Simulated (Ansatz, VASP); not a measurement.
Two plane-wave programs on P

INCAR

```
SYSTEM = P
  PREC = Accurate
  ENCUT = 520
  EDIFF = 1E-7
  ISMEAR = 0
  SIGMA = 0.15
  LREAL = .False.
  LASPH = .True.
  NELM = 60
  ALGO = Normal
  ISIF = 2
  LWAVE = .False.
  LCHARG = .False.
  GGA = PS
  NBANDS = 12
```

The input KPOINTS:

```
regular mesh
0
Gamma
  18 18 18
  0 0 0
```

Contents of POSCAR:

```
P
1.0
   -1.7591704448      2.6157716388      2.0076596667
    1.7591704448     -2.6157716388      2.0076596667
    1.7591704448      2.6157716388     -2.0076596667
P
2
Direct
    0.8033091100      0.0533091100      0.7500000000
    0.1966908900      0.9466908900      0.2500000000
```

Input for Ansatz:

```yaml
crystal:
  lattice:
    - [-1.7591704448, 2.6157716388, 2.0076596667]
    - [1.7591704448, -2.6157716388, 2.0076596667]
    - [1.7591704448, 2.6157716388, -2.0076596667]
  atoms:
    - { symbol: P, position: [0.80330911, 0.05330911, 0.75] }
    - { symbol: P, position: [0.19669089, 0.94669089, 0.25] }
basis:
  ecutwfc: 420
kpoints:
  mp_grid: { grid: [18, 18, 18] }
hamiltonian:
  xc: pbesol
scf:
  occupations: { method: gaussian, width: 0.15 }
output:
  forces: true
  stress: true
  eigenvalues: true
```

Change from the starting cell: strain +0.040 along x and y, +0.080 along z, atoms carried along.

Alike in both runs: task single point; functional PBEsol; k mesh 18 × 18 × 18; occupations gaussian, width 0.15 eV; no spin polarisation.

|  | VASP | Ansatz |
| --- | --- | --- |
| version | VASP 6.6.1 | Ansatz 0.2.0 |
| potentials or method | VASP PAW PBE potentials, release 64 (P), cutoff 520 eV | scalar-relativistic, plane waves, PAW |
| valence electrons in the cell | 10 | 10 |

Ansatz gave:

- gap on the k mesh at the Fermi level (eV): none
- pressure (GPa): -11.7
- traceless stress, the component that is largest in VASP (GPa): 2.24
- rms of the force components (eV/Å): 0.450

Question: What did VASP give for the same quantities?

Answer: gap on the k mesh at the Fermi level (eV): none; pressure (GPa): -11.7; traceless stress, the component that is largest in VASP (GPa): 2.35; rms of the force components (eV/Å): 0.464.

VASP's potentials were made for PBE, not for PBEsol. Atom by atom the forces differ by 0.015 eV/Å (rms over components). A gap of «none» marks a metal or a gap that the smearing closes. The functional is the same, so the differences come from potentials, cutoffs and numerics.
